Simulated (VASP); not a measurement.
# KC in VASP: a series of runs

KC is run at these levels: PBE; tasks: single point.

Program: VASP 6.6.1. These are calculated values, not measurements. Logs are shortened: lines on timing, memory, paths and dates and some standing lists are left out, and cuts for length are marked.

### 1 The cell of the first run

It takes space group P4/mmm (No. 123, tetragonal). The conventional cell has a = 3.054 Å, b = 3.054 Å, c = 5.161 Å, α = 90.00°, β = 90.00°, γ = 90.00°. Within 3.4 Å of K (site symmetry 4/mmm) lie 2 C at 2.58 Å and 4 K at 3.05 Å. C (site symmetry 4/mmm) has 2 K at 2.58 Å and 4 C at 3.05 Å within 3.4 Å.

### 2 Single point, PBE

INCAR

```
PREC = Accurate
ENCUT = 600
EDIFF = 1E-6
ISMEAR = 0
SIGMA = 0.2
LREAL = F
LASPH = T
NELM = 120
ALGO = Normal
ISIF = 2
LWAVE = F
LCHARG = F
GGA = PE
NBANDS = 14
GGA_COMPAT = F
```

KPOINTS

```
regular mesh
0
Gamma
  6 6 4
```

POSCAR

```
KC
1.0
    3.0535969023      0.0000000000      0.0000000000
    0.0000000000      3.0535969023      0.0000000000
    0.0000000000      0.0000000000      5.1608975184
K C
1 1
Direct
    0.0000000000      0.0000000000      0.0000000000
    0.0000000000      0.0000000000      0.5000000000
```

Potentials or basis: VASP PAW PBE potentials, release 64 (K_sv, C).

Launch:

```bash
$ cat potpaw_PBE.64/K_sv/POTCAR potpaw_PBE.64/C/POTCAR > POTCAR
$ mpirun -np 1 vasp_std > vasp.out
```

OUTCAR:

```text
PREC = Accurate
   ENCUT = 600
   EDIFF = 1E-6
   ISMEAR = 0
   LREAL = F
   LASPH = T
   NELM = 120
   ISIF = 2
   GGA = PE

 ion  position               nearest neighbor table
   1  0.000  0.000  0.000-   2 2.58   2 2.58
   2  0.000  0.000  0.500-   1 2.58   1 2.58

  LATTYP: Found a simple tetragonal cell.
 ALAT       =     3.0535969023
 C/A-ratio  =     1.6901043862

  Lattice vectors:

 A1 = (   3.0535969023,   0.0000000000,   0.0000000000)
 A2 = (   0.0000000000,   3.0535969023,   0.0000000000)
 A3 = (   0.0000000000,   0.0000000000,   5.1608975184)

Analysis of symmetry for initial positions (statically):
=====================================================================
 Subroutine PRICEL returns:
 Original cell was already a primitive cell.

 Routine SETGRP: Setting up the symmetry group for a
 simple tetragonal supercell.

 Subroutine GETGRP returns: Found 16 space group operations
 (whereof 16 operations were pure point group operations)
 out of a pool of 16 trial point group operations.

The static configuration has the point symmetry D_4h.

Analysis of symmetry for dynamics (positions and initial velocities):
=====================================================================
 Subroutine PRICEL returns:
 Original cell was already a primitive cell.

 Routine SETGRP: Setting up the symmetry group for a
 simple tetragonal supercell.

 Subroutine GETGRP returns: Found 16 space group operations
 (whereof 16 operations were pure point group operations)
 out of a pool of 16 trial point group operations.

The dynamic configuration has the point symmetry D_4h.

 Subroutine INISYM returns: Found 16 space group operations
 (whereof 16 operations are pure point group operations),
 and found     1 'primitive' translations

----------------------------------------------------------------------------------------

                                     Primitive cell

  volume of cell :      48.1226

  direct lattice vectors                    reciprocal lattice vectors
     3.053596902  0.000000000  0.000000000     0.327482648  0.000000000  0.000000000
     0.000000000  3.053596902  0.000000000     0.000000000  0.327482648  0.000000000
     0.000000000  0.000000000  5.160897518     0.000000000  0.000000000  0.193764747

  length of vectors
     3.053596902  3.053596902  5.160897518     0.327482648  0.327482648  0.193764747

[... 83 lines left out ...]
   NSW    =      0    number of steps for IOM
   IBRION =     -1    ionic relax: 0-MD 1-quasi-New 2-CG
   NFREE  =      0    steps in history (QN), initial steepest desc. (CG)
   ISIF   =      2    stress and relaxation
   ISYM   =      2    0-nonsym 1-usesym 2-fastsym
   POTIM  = 0.5000    time-step for ionic-motion
   TEBEG  =    0.0;   TEEND  =   0.0 temperature during run
   PSTRESS=    0.0 pullay stress
   NELECT =      13.0000    total number of electrons
   NUPDOWN=      -1.0000    fix difference up-down
   EMIN   =  10.00;   EMAX   =-10.00  energy-range for DOS
   EFERMI =   0.00;   METHOD = LEGACY
   ISMEAR =     0;   SIGMA  =   0.20  broadening in eV -4-tet -1-fermi 0-gaus
   EFERMI_NEDOS =   21; number of points for ismear=-14 and -15
   IALGO  =     38    algorithm
   IMIX   =      4    mixing-type and parameters
     AMIX     =   0.40;   BMIX     =  1.00
     AMIX_MAG =   1.60;   BMIX_MAG =  1.00
  volume/ion in A,a.u.               =      24.06       162.37
  Fermi-wavevector in a.u.,A,eV,Ry     =   1.058294  1.999886 15.238342  1.119987
  Thomas-Fermi vector in A             =   2.193598
   LORBIT       =      0    0 simple, 1 ext, 2 COOP (PROOUT), +10 PAW based schemes
   GGA     = PE    functional components
   LHFCALC =     F    Hartree Fock is set to
   AEXX    =    0.0000 exact exchange contribution
   IVDW    =     0    specifies the selected vdW correction
   LEPSILON=     F    determine dielectric tensor
   LRPA    =     F    only Hartree local field effects (RPA)
 non-spin polarized calculation
 Gauss-broadening in eV      SIGMA  =   0.20
  energy-cutoff  :      600.00
  volume of cell :       48.12
 maximum number of plane-waves:      1632
   NGX = 13   NGY = 13   NGZ = 21

 number of electron      13.0000001 magnetization

 Free energy of the ion-electron system (eV)
  ---------------------------------------------------
  ext. energy  EPLUGINS =         0.00000000
  ---------------------------------------------------
  free energy    TOTEN  =        -4.05847532 eV

  energy without entropy =       -4.01646894  energy(sigma->0) =       -4.03747213

 E-fermi :   1.0094     XC(G=0):  -8.1564

 val. band max:        0.9730847453   @ k =   0.5000   0.3333   0.5000
 cond. band min:       1.0111434662   @ k =   0.1667   0.1667   0.0000
 fundamental gap:      0.0380587209
 Fermi energy:         1.0093581502

 k-point     1 :       0.0000    0.0000    0.0000
  band No.  band energies     occupation
      1     -30.8408      2.00000
      2     -14.1287      2.00000
      3     -13.7373      2.00000
      4     -13.7373      2.00000
      5      -8.1716      2.00000
      6       0.6885      1.97670
      7       1.6074      0.00002
      8       3.1951      0.00000
      9       3.1951      0.00000
     10       4.5513      0.00000
     11       8.6127      0.00000
     12       9.2796      0.00000
     13       9.3283      0.00000
     14       9.3283      0.00000
[... 377 lines left out ...]
      1     -30.6341      2.00000
      2     -15.1329      2.00000
      3     -13.9915      2.00000
      4     -13.5999      2.00000
      5      -6.6112      2.00000
      6      -0.9253      2.00000
      7       0.3257      2.00000
      8       3.4672      0.00000
      9       4.7146      0.00000
     10       5.3816      0.00000
     11       6.0937      0.00000
     12       7.9456      0.00000
     13      10.4256      0.00000
     14      12.0483      0.00000

 [... further k-points ...]
[... 5 lines left out ...]
  --------------------------------------------------------------------------------------
  -------------------------------------------------------------------------------------
  Total       -0.0006932     -0.0006932      0.2519753      0.0000000     -0.0000000      0.0000000
  in kB       -0.0230795     -0.0230795      8.3891864      0.0000000     -0.0000000      0.0000000
  external PRESSURE =       2.7810092 kB  Pullay stress =       0.0000000 kB

 VOLUME and BASIS-vectors are now :
 -----------------------------------------------------------------------------
  energy-cutoff  :      600.00
  volume of cell :       48.12
      direct lattice vectors                 reciprocal lattice vectors
     3.053596902  0.000000000  0.000000000     0.327482648  0.000000000  0.000000000
     0.000000000  3.053596902  0.000000000     0.000000000  0.327482648  0.000000000
     0.000000000  0.000000000  5.160897518     0.000000000  0.000000000  0.193764747

 POSITION                                       TOTAL-FORCE (eV/Angst)
 -----------------------------------------------------------------------------------
      0.00000      0.00000      0.00000         0.000000      0.000000      0.000000
      0.00000      0.00000      2.58045         0.000000      0.000000      0.000000
 -----------------------------------------------------------------------------------
    total drift:                                0.000000      0.000000      0.000000

  FREE ENERGIE OF THE ION-ELECTRON SYSTEM (eV)
  ---------------------------------------------------
  free  energy   TOTEN  =        -4.0584753198 eV

  energy  without entropy=       -4.0164689396  energy(sigma->0) =       -4.03747213
```

OSZICAR:

```text
N       E                     dE             d eps       ncg     rms          rms(c)
DAV:   1     0.786165779868E+02    0.78617E+02   -0.62703E+03   840   0.910E+02
DAV:   2    -0.510452382136E+00   -0.79127E+02   -0.73916E+02  1032   0.230E+02
DAV:   3    -0.434469397011E+01   -0.38342E+01   -0.37782E+01  1138   0.405E+01
DAV:   4    -0.455821113981E+01   -0.21352E+00   -0.21342E+00  1222   0.826E+00
DAV:   5    -0.456043810153E+01   -0.22270E-02   -0.22269E-02  1126   0.914E-01    0.452E+00
DAV:   6    -0.414806958859E+01    0.41237E+00   -0.38092E-01  1072   0.367E+00    0.420E+00
DAV:   7    -0.407177115757E+01    0.76298E-01   -0.16160E-01  1244   0.212E+00    0.262E+00
DAV:   8    -0.406120181887E+01    0.10569E-01   -0.48670E-02   966   0.131E+00    0.286E-01
DAV:   9    -0.405825558235E+01    0.29462E-02   -0.11957E-02  1150   0.554E-01    0.105E-01
DAV:  10    -0.405841756331E+01   -0.16198E-03   -0.11285E-03  1026   0.206E-01    0.414E-02
DAV:  11    -0.405847555454E+01   -0.57991E-04   -0.10484E-04   986   0.644E-02    0.196E-02
DAV:  12    -0.405847437712E+01    0.11774E-05   -0.19452E-05  1034   0.341E-02    0.334E-03
DAV:  13    -0.405847537972E+01   -0.10026E-05   -0.18010E-06  1022   0.950E-03    0.251E-03
DAV:  14    -0.405847531975E+01    0.59974E-07   -0.39451E-07   732   0.443E-03
   1 F= -.40584753E+01 E0= -.40374721E+01  d E =-.420064E-01
```

Run time: 11 s. Hardware: 1 thread of Intel Xeon Platinum 8559C (Emerald Rapids), shared host; peak memory 0.17 GiB.

What came out:

```
Free energy : -4.0585 eV
Pressure    : 0.3 GPa
```

Stress tensor (GPa, compression positive):
```
0.00 0.00 0.00
0.00 0.00 0.00
0.00 0.00 0.84
```

Levels at points of the mesh, in eV from the Fermi level:
| k point | band 2 | band 3 | band 4 | band 5 | band 6 | band 7 | band 8 | band 9 | band 10 | band 11 |
| --- | --- | --- | --- | --- | --- | --- | --- | --- | --- | --- |
| (0.00, 0.00, 0.00) | -15.14 | -14.75 | -14.75 | -9.18 | -0.32 | 0.60 | 2.19 | 2.19 | 3.54 | 7.60 |
| (0.50, 0.00, 0.00) | -16.15 | -14.92 | -14.61 | -8.10 | -1.59 | 0.60 | 2.58 | 2.99 | 3.60 | 5.56 |
| (0.50, 0.50, 0.00) | -15.89 | -15.89 | -14.73 | -7.18 | -0.48 | -0.48 | 1.22 | 1.30 | 4.66 | 4.66 |
| (0.00, 0.00, 0.50) | -15.25 | -14.75 | -14.75 | -8.61 | -1.97 | 1.25 | 2.04 | 2.04 | 3.58 | 6.31 |
| (0.50, 0.00, 0.50) | -16.14 | -15.00 | -14.61 | -7.62 | -1.93 | -0.68 | 2.46 | 3.71 | 4.37 | 5.08 |
| (0.50, 0.50, 0.50) | -15.89 | -15.89 | -14.79 | -6.76 | -0.77 | -0.77 | 0.06 | 1.44 | 6.17 | 6.17 |

### 3 Single point, PBE

This run uses another cell than the first one, of 20.28 Å³/atom, 0.843 times its volume.

INCAR

```
SYSTEM = KC
PREC = Accurate
ENCUT = 600
EDIFF = 1E-6
ISMEAR = 0
SIGMA = 0.2
LREAL = .FALSE.
LASPH = .TRUE.
NELM = 120
ALGO = Normal
ISIF = 2
LWAVE = .FALSE.
LCHARG = .TRUE.
GGA = PE
LELF = .TRUE.
LVHAR = .TRUE.
NBANDS = 14
GGA_COMPAT = .FALSE.
```

KPOINTS

```
regular mesh
0
G
  6 6 4
  0 0 0
```

POSCAR

```
KC
1.0
    2.3425695800     -2.3312573086      0.0000000000
    2.3425695800      2.3312573086      0.0000000000
    0.0000000000      0.0000000000      3.7140639645
K C
1 1
Direct
    0.0000000000      0.0000000000      0.5000000000
    0.5000000000      0.5000000000      0.0000000000
```

Potentials or basis: VASP PAW PBE potentials, release 64 (K_sv, C).

Launch:

```bash
$ cat potpaw_PBE.64/K_sv/POTCAR potpaw_PBE.64/C/POTCAR > POTCAR
$ mpirun -np 1 vasp_std > vasp.out
```

Wall time 11 s (1 thread of Intel Xeon Platinum 8559C (Emerald Rapids), shared host); peak memory 0.17 GiB.

The run converged. Its results:

```yaml
Free_energy: -5.2047 eV
Pressure: 0.3 GPa
```

Stress tensor (GPa, compression positive):
```
0.05 0.00 0.00
0.00 0.32 0.00
0.00 0.00 0.64
```

Levels at points of the mesh, in eV from the Fermi level:
| k point | band 4 | band 5 | band 6 | band 7 | band 8 | band 9 |
| --- | --- | --- | --- | --- | --- | --- |
| (0.00, 0.00, 0.00) | -12.37 | -8.99 | 0.72 | 1.47 | 1.48 | 4.81 |
| (0.50, 0.00, 0.00) | -12.28 | -7.79 | -1.72 | 0.46 | 1.44 | 6.59 |
| (0.50, 0.50, 0.00) | -12.35 | -7.78 | -0.44 | -0.42 | 1.16 | 5.81 |
| (0.00, 0.00, 0.50) | -12.33 | -7.99 | -1.63 | 1.23 | 1.26 | 6.32 |
| (0.50, 0.00, 0.50) | -12.25 | -8.12 | -0.67 | -0.19 | 1.76 | 5.52 |
| (0.50, 0.50, 0.50) | -12.65 | -7.39 | -1.09 | -1.08 | -0.87 | 8.95 |

Caveat: the k points lie up to 0.42 Å⁻¹ apart.
